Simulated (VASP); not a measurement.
A run of VASP 6.6.1:

The input POSCAR:

```
ScZn
1.0
    3.3954340419      0.0000000000      0.0000000000
    0.0000000000      3.3954340419      0.0000000000
    0.0000000000      0.0000000000      3.3954340419
Sc Zn
1 1
Direct
    0.0000000000      0.0000000000      0.0000000000
    0.5000000000      0.5000000000      0.5000000000
```

Contents of INCAR.step1:

```
PREC = Accurate
ENCUT = 520
ISMEAR = -1
SIGMA = 0.05
LREAL = F
LASPH = T
NELM = 60
NBANDS = 18
GGA = PE
ALGO = Normal
EDIFF = 1E-4
LWAVE = T
LCHARG = F
```

File INCAR.step2:

```
PREC = Accurate
ENCUT = 520
EDIFF = 1E-8
ISMEAR = -1
SIGMA = 0.05
LREAL = F
LASPH = T
NELM = 60
ALGO = Normal
ISIF = 2
LWAVE = F
LCHARG = F
METAGGA = R2SCAN
LMIXTAU = T
LEFG = T
NBANDS = 18
ISTART = 1
```

File KPOINTS:

```
Automatic mesh
0
Gamma
  11 11 11
```

Potentials or basis: VASP PAW PBE potentials, release 64 (Sc_sv, Zn).

The run is started by

```sh
$ cat potpaw_PBE.64/Sc_sv/POTCAR potpaw_PBE.64/Zn/POTCAR > POTCAR
$ cp INCAR.step1 INCAR
$ mpirun -np 1 vasp_std > vasp.out
$ cp INCAR.step2 INCAR
$ mpirun -np 1 vasp_std > vasp.out
```

Hardware: 1 thread of Intel(R) Xeon(R) 6975P-C (Granite Rapids) (shared host).

Task: Estimate the wall time of this run.

Result: It took 78 s on 1 thread of Intel(R) Xeon(R) 6975P-C (Granite Rapids), with other jobs on the host, peak memory 0.19 GiB. Counts: k points 56.
